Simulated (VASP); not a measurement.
Bi, 1 atom in the cell. It takes space group Im-3m (No. 229, cubic). Conventional cell: a = 3.733 Å, b = 3.733 Å, c = 3.733 Å, α = 90.00°, β = 90.00°, γ = 90.00°. Within 4.3 Å of Bi (site symmetry m-3m) lie 14 Bi at 3.23 to 3.73 Å. 

```yaml
Program: VASP 6.6.1
Task: single point
Functional: LDA
Potentials_or_basis: VASP PAW LDA potentials, release 64 (Bi_d)
Cutoff: 520 eV
k_mesh: 16 × 16 × 16
Occupations: fermi-dirac, width 0.1 eV
Spin: no spin polarisation
Dipole_correction: no
Further_INCAR_settings: ALGO = Fast; EDIFF = 1e-06; NBANDS = 14
```

Potentials or basis: VASP PAW LDA potentials, release 64 (Bi_d).

Run with:

```console
$ cat potpaw_LDA.64/Bi_d/POTCAR > POTCAR
$ mpirun -np 1 vasp_std > vasp.out
```

Hardware: 1 thread of Intel(R) Xeon(R) Platinum 8559C (Emerald Rapids), on a shared host.

Task: How long does it take, and how much memory?

Result: Run time: 17 s on 1 thread of Intel(R) Xeon(R) Platinum 8559C (Emerald Rapids) (shared host), peak memory 0.16 GiB. Counts: scf iterations 12, k points 145.
